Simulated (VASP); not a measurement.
# P: single point with PBEsol

P, a slab with vacuum:

```xyz
4
Lattice="3.1817 0.0000 0.0000 0.0000 33.7842 0.0000 0.0000 0.0000 4.7280" Properties=species:S:1:pos:R:3 pbc="T T T"
P     0.0000   32.7601    2.7546
P     0.0000    1.0241    1.9734
P     1.5908    1.0241    0.3906
P     1.5908   32.7601    4.3374
```

This cell differs from its parent crystal: ratio of the length along z to the lengths across it x 1.1, volume and fractional coordinates fixed.

```json
{
 "Program": "VASP 6.6.1",
 "Task": "single point",
 "Functional": "PBEsol",
 "Potentials or basis": "VASP PAW PBE potentials, release 64 (P)",
 "Cutoff": "520 eV",
 "k mesh": "10 × 1 × 8",
 "Occupations": "gaussian, width 0.05 eV",
 "Spin": "no spin polarisation"
}
```

```yaml
Largest_force: 1.026 eV/Å
Band_gap_on_the_k_mesh: 0.88 eV (least direct gap 1.32 eV)
```

Forces in eV/Å, atoms in the order of the input:
```
P    0.000 -0.429  0.932
P    0.000  0.429 -0.932
P    0.000  0.429  0.932
P    0.000 -0.429 -0.932
```

Levels at points of the mesh, in eV from the valence-band top:
```tsv
k point	band 6	band 7	band 8	band 9	band 10	band 11	band 12	band 13	band 14	band 15
(0.00, 0.00, 0.00)	-4.66	-2.34	-1.59	-0.52	-0.02	1.32	2.58	3.52	3.69	4.68
(0.50, 0.00, 0.00)	-4.96	-2.60	-2.60	-1.70	-1.70	1.18	1.18	2.11	2.11	4.31
(0.00, 0.00, 0.50)	-2.79	-1.49	-1.49	-1.33	-1.33	2.99	2.99	3.93	3.93	4.20
(0.50, 0.00, 0.50)	-4.69	-4.48	-4.48	-0.79	-0.79	2.84	2.84	3.43	3.43	5.06
```

Wall time 3.3 min on 1 thread of AMD EPYC 9R45 96-Core Processor (Zen 5), with other jobs on the host, peak memory 0.54 GiB.

Caveat: the PAW data sets were made with another functional, which shifts forces and pressure a little.
